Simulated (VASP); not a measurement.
## Re: single point with r2SCAN

Crystal: Re.

```xyz
2
Lattice="-1.8041 1.4826 1.3223 1.4826 -1.8041 1.3223 3.3442 3.3442 -1.9113" Properties=species:S:1:pos:R:3 pbc="T T T"
Re   -1.6674    1.3459    1.3223
Re    0.5529    2.4697    0.3667
```

| Item | Value |
| --- | --- |
| Program | VASP 6.6.1 |
| Task | single point |
| Functional | r2SCAN |
| Potentials or basis | VASP PAW PBE potentials, release 64 (Re) |
| Cutoff | 520 eV |
| k mesh | 17 × 17 × 8 |
| Occupations | fermi-dirac, width 0.1 eV |
| Spin | no spin polarisation |

- Pressure: 39.8 GPa
- Largest force: 0.006 eV/Å
- Band gap on the k mesh: zero (bands 7 and 8 overlap by 3.86 eV)

Forces on the atoms (eV/Å):
```
Re   0.004 -0.004  0.000
Re  -0.004  0.004  0.000
```

Stress tensor (GPa, compression positive):
```
39.81 -0.01  0.02
-0.01 39.81  0.02
 0.02  0.02 39.65
```

Levels at points of the mesh, in eV from the Fermi level:
```tsv
k point	band 5	band 6	band 7	band 8	band 9	band 10
(0.00, 0.00, 0.00)	-1.88	-0.90	-0.90	0.21	0.22	0.76
(0.00, 0.00, 0.50)	-2.03	-2.03	-2.03	-2.03	2.99	2.99
```

Wall time 11 min on 1 thread of Intel(R) Xeon(R) Platinum 8488C (Sapphire Rapids), on a shared host, peak memory 0.32 GiB.

Caveat: the cell stands under pressure; the PAW data sets were made with another functional, which shifts forces and pressure a little; spin-orbit coupling is left out, which moves the levels of the heavy elements.
